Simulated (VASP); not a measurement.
Here is a VASP 6.6.1 calculation.

INCAR

```
ALGO     = Normal         # electronic algorithm
EDIFF    = 1E-6           # SCF threshold, eV
ENCUT    = 520            # plane-wave cutoff, eV
GGA      = PS             # functional
ISIF     = 2              # what is computed and relaxed
ISMEAR   = 0              # smearing method
LASPH    = T              # aspherical terms in the spheres
LCHARG   = T              # write CHGCAR
LELF     = T              # ELF
LREAL    = F              # projectors in reciprocal space
LVHAR    = T            
LWAVE    = F              # write WAVECAR
NBANDS   = 12             # bands
NELM     = 100            # most SCF steps
PREC     = Accurate       # precision mode
SIGMA    = 0.1            # smearing width, eV
```

File KPOINTS:

```
k-points
0
Gamma
  12 12 12
```

The input POSCAR:

```
As
1.0
    1.8914152400      1.0920090979      3.3632150867
   -1.8914152400      1.0920090979      3.3632150867
    0.0000000000     -2.1840181959      3.3632150867
As
2
Direct
    0.7698083082      0.7698083082      0.7698083082
    0.2301916918      0.2301916918      0.2301916918
```

Potentials or basis: VASP PAW PBE potentials, release 64 (As).

Command:

```bash
$ cat potpaw_PBE.64/As/POTCAR > POTCAR
$ mpirun -np 1 vasp_std > vasp.out
```

Question: Predict the pressure.

Answer: 0.4 GPa.

Question: Estimate the largest force.

Answer: 0.059 eV/Å.

Stress tensor (GPa, compression positive):
```
0.44 0.00 0.00
0.00 0.44 0.00
0.00 0.00 0.31
```

Caveat: the PAW data sets were made with another functional, which shifts forces and pressure a little.
